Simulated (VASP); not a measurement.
# Zn (P6_3/mmc) in VASP: single point with PBE

Aim: the single point of Zn with PBE.

Everything below comes from runs of VASP 6.6.1. Logs are shortened: lines on timing, memory, paths and dates and some standing lists are left out, and cuts for length are marked.

### Step 1. The cell of the first run

The structure is hexagonal, space group P6_3/mmc (No. 194). Conventional cell: a = 2.633 Å, b = 2.633 Å, c = 5.108 Å, α = 90.00°, β = 90.00°, γ = 120.00°. Zn (site symmetry -6m2) has 12 Zn at 2.63 to 2.97 Å within 3.5 Å.

### Step 2. Single point, PBE

The input, POSCAR:

```
Zn
1.0
    2.6333229244      0.0000000000      0.0000000000
   -1.3166614622      2.2805245489      0.0000000000
    0.0000000000      0.0000000000      5.1082449707
Zn
2
Direct
    0.3333333333      0.6666666667      0.2500000000
    0.6666666667      0.3333333333      0.7500000000
```

The input, INCAR.step1:

```
  PREC = Accurate
  ENCUT = 520
  EDIFF = 1E-6
  ISMEAR = 0
  SIGMA = 0.1
  LREAL = False
  LASPH = True
  NELM = 100
  ALGO = Normal
  ISIF = 2
  LWAVE = False
  LCHARG = True
  GGA = PE
  NBANDS = 19
```

The input, KPOINTS.step1:

```
regular mesh
0
Gamma
  18 18 8
```

The input, INCAR.step2:

```
  PREC = Accurate
  ENCUT = 520
  EDIFF = 1E-6
  ISMEAR = -5
  SIGMA = 0.1
  LREAL = False
  LASPH = True
  NELM = 100
  ALGO = Normal
  ISIF = 2
  LWAVE = False
  LCHARG = False
  GGA = PE
  LORBIT = 11
  NBANDS = 19
  NEDOS = 2001
  ICHARG = 11
```

The input, KPOINTS.step2:

```
regular mesh
0
Gamma
  27 27 12
```

Potentials or basis: VASP PAW PBE potentials, release 64 (Zn).

Started as:

```sh
$ cat potpaw_PBE.64/Zn/POTCAR > POTCAR
$ cp INCAR.step1 INCAR
$ cp KPOINTS.step1 KPOINTS
$ mpirun -np 1 vasp_std > vasp.out
$ cp INCAR.step2 INCAR
$ cp KPOINTS.step2 KPOINTS
$ mpirun -np 1 vasp_std > vasp.out
```

OUTCAR:

```text
PREC = Accurate
   ENCUT = 520
   EDIFF = 1E-6
   ISMEAR = -5
   LREAL = False
   LASPH = True
   NELM = 100
   ISIF = 2
   GGA = PE
   LORBIT = 11
   ICHARG = 11

 ion  position               nearest neighbor table
   1  0.333  0.667  0.250-   2 2.97   2 2.97   2 2.97   2 2.97   2 2.97   2 2.97
   2  0.667  0.333  0.750-   1 2.97   1 2.97   1 2.97   1 2.97   1 2.97   1 2.97

  LATTYP: Found a hexagonal cell.
 ALAT       =     2.6333229244
 C/A-ratio  =     1.9398475300

  Lattice vectors:

 A1 = (   2.6333229244,   0.0000000000,   0.0000000000)
 A2 = (  -1.3166614622,   2.2805245489,   0.0000000000)
 A3 = (   0.0000000000,   0.0000000000,   5.1082449707)

Analysis of symmetry for initial positions (statically):
=====================================================================
 Subroutine PRICEL returns:
 Original cell was already a primitive cell.

 Routine SETGRP: Setting up the symmetry group for a
 hexagonal supercell.

 Subroutine GETGRP returns: Found 24 space group operations
 (whereof 12 operations were pure point group operations)
 out of a pool of 24 trial point group operations.

The static configuration has the point symmetry D_3d.
 The point group associated with its full space group is D_6h.

Analysis of symmetry for dynamics (positions and initial velocities):
=====================================================================
 Subroutine PRICEL returns:
 Original cell was already a primitive cell.

 Routine SETGRP: Setting up the symmetry group for a
 hexagonal supercell.

 Subroutine GETGRP returns: Found 24 space group operations
 (whereof 12 operations were pure point group operations)
 out of a pool of 24 trial point group operations.

The dynamic configuration has the point symmetry D_3d.
 The point group associated with its full space group is D_6h.

 Subroutine INISYM returns: Found 24 space group operations
 (whereof 12 operations are pure point group operations),
 and found     1 'primitive' translations

----------------------------------------------------------------------------------------

                                     Primitive cell

  volume of cell :      30.6768

  direct lattice vectors                    reciprocal lattice vectors
     2.633322924  0.000000000  0.000000000     0.379748336  0.219247804  0.000000000
    -1.316661462  2.280524549  0.000000000     0.000000000  0.438495609  0.000000000
     0.000000000  0.000000000  5.108244971     0.000000000  0.000000000  0.195761951

  length of vectors
     2.633322924  2.633322924  5.108244971     0.438495609  0.438495609  0.195761951

  position of ions in fractional coordinates (direct lattice)
     0.333333333  0.666666667  0.250000000
     0.666666667  0.333333333  0.750000000

  ion indices of the primitive-cell ions
   primitive index   ion index
                 1           1
                 2           2

----------------------------------------------------------------------------------------

 KPOINTS: regular mesh

Automatic generation of k-mesh.
 Grid dimensions read from file:
 generate k-points for:   27   27   12

 Generating k-lattice:

  Cartesian coordinates                     Fractional coordinates (reciprocal lattice)
     0.014064753  0.008120289  0.000000000     0.037037037  0.000000000  0.000000000
     0.000000000  0.016240578  0.000000000     0.000000000  0.037037037  0.000000000
     0.000000000  0.000000000  0.016313496     0.000000000  0.000000000  0.083333333

  Length of vectors
     0.016240578  0.016240578  0.016313496

  Shift w.r.t. Gamma in fractional coordinates (k-lattice)
     0.000000000  0.000000000  0.000000000

 TETIRR: Found   8868 inequivalent tetrahedra from    52488

 Subroutine IBZKPT returns following result:
 ===========================================

 Found    525 irreducible k-points:

 Following reciprocal coordinates:
            Coordinates               Weight
  0.000000  0.000000  0.000000      1.000000
  0.037037  0.000000  0.000000      6.000000
  0.074074  0.000000  0.000000      6.000000
  0.111111  0.000000  0.000000      6.000000
  0.148148  0.000000  0.000000      6.000000
  0.185185  0.000000  0.000000      6.000000
[... 16 lines left out ...]
  0.333333  0.037037  0.000000     12.000000
  0.370370  0.037037  0.000000     12.000000
 [... further k-points ...]
   k-points           NKPTS =    525   k-points in BZ     NKDIM =    525   number of bands    NBANDS=     19
   number of dos      NEDOS =   2001   number of ions     NIONS =      2
   total plane-waves  NPLWV =  16000
   dimension x,y,z NGX =    20 NGY =   20 NGZ =   40
   dimension x,y,z NGXF=    40 NGYF=   40 NGZF=   80
   ions per type =               2
   NGX,Y,Z   is equivalent  to a cutoff of  12.63, 12.63, 13.02 a.u.
   NGXF,Y,Z  is equivalent  to a cutoff of  25.25, 25.25, 26.04 a.u.
 SYSTEM =  unknown system
   PREC   = accura    normal or accurate (medium, high low for compatibility)
   ISTART =      0    job   : 0-new  1-cont  2-samecut
   ICHARG =     11    charge: 1-file 2-atom 10-const
   ISPIN  =      1    spin polarized calculation?
   LNONCOLLINEAR =      F non collinear calculations
   LSORBIT =      F    spin-orbit coupling
   LASPH  =      T    aspherical Exc in radial PAW
   ENCUT  =  520.0 eV  38.22 Ry    6.18 a.u.   4.90  4.90  9.50*2*pi/ulx,y,z
   NELM   =    100;   NELMIN=  2; NELMDL=  0     # of ELM steps
   EDIFF  = 0.1E-05   stopping-criterion for ELM
   LREAL  =      F    real-space projection
   EDIFFG = 0.1E-04   stopping-criterion for IOM
   NSW    =      0    number of steps for IOM
   IBRION =     -1    ionic relax: 0-MD 1-quasi-New 2-CG
   NFREE  =      0    steps in history (QN), initial steepest desc. (CG)
   ISIF   =      2    stress and relaxation
   ISYM   =      2    0-nonsym 1-usesym 2-fastsym
   POTIM  = 0.5000    time-step for ionic-motion
   TEBEG  =    0.0;   TEEND  =   0.0 temperature during run
   PSTRESS=    0.0 pullay stress
   NELECT =      24.0000    total number of electrons
   NUPDOWN=      -1.0000    fix difference up-down
   EMIN   =  10.00;   EMAX   =-10.00  energy-range for DOS
   EFERMI =   0.00;   METHOD = LEGACY
   ISMEAR =    -5;   SIGMA  =   0.10  broadening in eV -4-tet -1-fermi 0-gaus
   EFERMI_NEDOS =   21; number of points for ismear=-14 and -15
   IALGO  =     38    algorithm
   IMIX   =      4    mixing-type and parameters
     AMIX     =   0.40;   BMIX     =  1.00
     AMIX_MAG =   1.60;   BMIX_MAG =  1.00
  volume/ion in A,a.u.               =      15.34       103.51
  Fermi-wavevector in a.u.,A,eV,Ry     =   1.508487  2.850628 30.960527  2.275535
  Thomas-Fermi vector in A             =   2.618935
   LORBIT       =     11    0 simple, 1 ext, 2 COOP (PROOUT), +10 PAW based schemes
   GGA     = PE    functional components
   LHFCALC =     F    Hartree Fock is set to
   AEXX    =    0.0000 exact exchange contribution
   IVDW    =     0    specifies the selected vdW correction
   LEPSILON=     F    determine dielectric tensor
   LRPA    =     F    only Hartree local field effects (RPA)
 non-spin polarized calculation
 Fermi weights with tetrahedron method with Bloechl corrections
  energy-cutoff  :      520.00
  volume of cell :       30.68
 maximum number of plane-waves:       849
 NGX is ok and might be reduce to    20

 number of electron      23.9999999 magnetization

 Free energy of the ion-electron system (eV)
  ---------------------------------------------------
  ext. energy  EPLUGINS =         0.00000000
  ---------------------------------------------------
  free energy    TOTEN  =        -2.21447039 eV

  energy without entropy =       -2.21447039  energy(sigma->0) =       -2.21447039

 E-fermi :   2.9770     XC(G=0): -11.4959

 val. band max:        3.0509436931   @ k =   0.3333   0.1111   0.0000
 cond. band min:       2.9791483296   @ k =   0.3704   0.2593   0.3333
 fundamental gap:     -0.0717953636
 Fermi energy:         2.9770264372

 k-point     1 :       0.0000    0.0000    0.0000
  band No.  band energies     occupation
      1      -7.3024      2.00000
      2      -5.6294      2.00000
      3      -4.9162      2.00000
      4      -4.6443      2.00000
      5      -4.6443      2.00000
      6      -4.6050      2.00000
[... 11 lines left out ...]
     18      22.7974      0.00000
     19      22.8266      0.00000

 k-point     2 :       0.0370    0.0000    0.0000
  band No.  band energies     occupation
      1      -7.2604      2.00000
      2      -5.6093      2.00000
      3      -4.9109      2.00000
      4      -4.6494      2.00000
      5      -4.6342      2.00000
      6      -4.6101      2.00000
[... 11 lines left out ...]
     18      22.0328      0.00000
     19      23.3478      0.00000

 k-point     3 :       0.0741    0.0000    0.0000
  band No.  band energies     occupation
      1      -7.1349      2.00000
      2      -5.5514      2.00000
      3      -4.8958      2.00000
      4      -4.6635      2.00000
      5      -4.6239      2.00000
      6      -4.6042      2.00000
[... 11 lines left out ...]
     18      21.4860      0.00000
     19      23.5642      0.00000

 k-point     4 :       0.1111    0.0000    0.0000
  band No.  band energies     occupation
      1      -6.9284      2.00000
      2      -5.4627      2.00000
      3      -4.8743      2.00000
      4      -4.6831      2.00000
      5      -4.6404      2.00000
      6      -4.5557      2.00000
[... 407 lines left out ...]
     18      18.8981      0.00000
     19      19.0658      0.00000

 k-point    23 :       0.3333    0.0370    0.0000
  band No.  band energies     occupation
      1      -5.3221      2.00000
      2      -5.2422      2.00000
      3      -4.9884      2.00000
      4      -4.5938      2.00000
      5      -4.5862      2.00000
      6      -4.4021      2.00000
[... 11 lines left out ...]
     18      18.8235      0.00000
     19      18.9614      0.00000

 k-point    24 :       0.3704    0.0370    0.0000
  band No.  band energies     occupation
      1      -5.3439      2.00000
      2      -5.2699      2.00000
      3      -5.0437      2.00000
      4      -4.6334      2.00000
      5      -4.5342      2.00000
      6      -4.4209      2.00000
[... 11 lines left out ...]
     18      18.5600      0.00000
     19      18.6931      0.00000

 [... further k-points ...]

------------------------ aborting loop because EDIFF is reached ----------------------------------------

  FORCE on cell =-STRESS in cart. coord.  units (eV):
  Direction    XX          YY          ZZ          XY          YZ          ZX
  --------------------------------------------------------------------------------------
  -------------------------------------------------------------------------------------
  Total        0.1042671      0.1042671      0.0197788     -0.0000000      0.0000000      0.0000000
  in kB        5.4456191      5.4456191      1.0329985     -0.0000000      0.0000000      0.0000000
  external PRESSURE =       3.9747456 kB  Pullay stress =       0.0000000 kB

 VOLUME and BASIS-vectors are now :
 -----------------------------------------------------------------------------
  energy-cutoff  :      520.00
  volume of cell :       30.68
      direct lattice vectors                 reciprocal lattice vectors
     2.633322924  0.000000000  0.000000000     0.379748336  0.219247804  0.000000000
    -1.316661462  2.280524549  0.000000000     0.000000000  0.438495609  0.000000000
     0.000000000  0.000000000  5.108244971     0.000000000  0.000000000  0.195761951

 POSITION                                       TOTAL-FORCE (eV/Angst)
 -----------------------------------------------------------------------------------
     -0.00000      1.52035      1.27706        -0.000000      0.000000     -0.000000
      1.31666      0.76017      3.83118         0.000000     -0.000000      0.000000
 -----------------------------------------------------------------------------------
    total drift:                               -0.000000      0.000000      0.000000

  FREE ENERGIE OF THE ION-ELECTRON SYSTEM (eV)
  ---------------------------------------------------
  free  energy   TOTEN  =        -2.2144703871 eV

  energy  without entropy=       -2.2144703871  energy(sigma->0) =       -2.21447039

 total charge

# of ion       s       p       d       tot
------------------------------------------
    1        0.599   0.449   9.720  10.767
    2        0.599   0.449   9.720  10.767
--------------------------------------------------
tot          1.197   0.898  19.439  21.534
```

Wall time 3.6 min (1 thread of Intel Xeon 8259CL, shared host); peak memory 0.36 GiB.

What came out:

* Valence electrons inside the program's atomic spheres: Zn 10.77

Levels at points of the mesh, in eV from the Fermi level:
```tsv
k point	band 10	band 11	band 12	band 13	band 14	band 15
(0.00, 0.00, 0.00)	-7.03	-7.03	-3.70	-3.46	12.19	16.03
(0.00, 0.00, 0.50)	-7.10	-7.10	-7.10	3.83	3.83	19.49
```

Caveat: tetrahedron occupations give inexact forces and stress in metals.
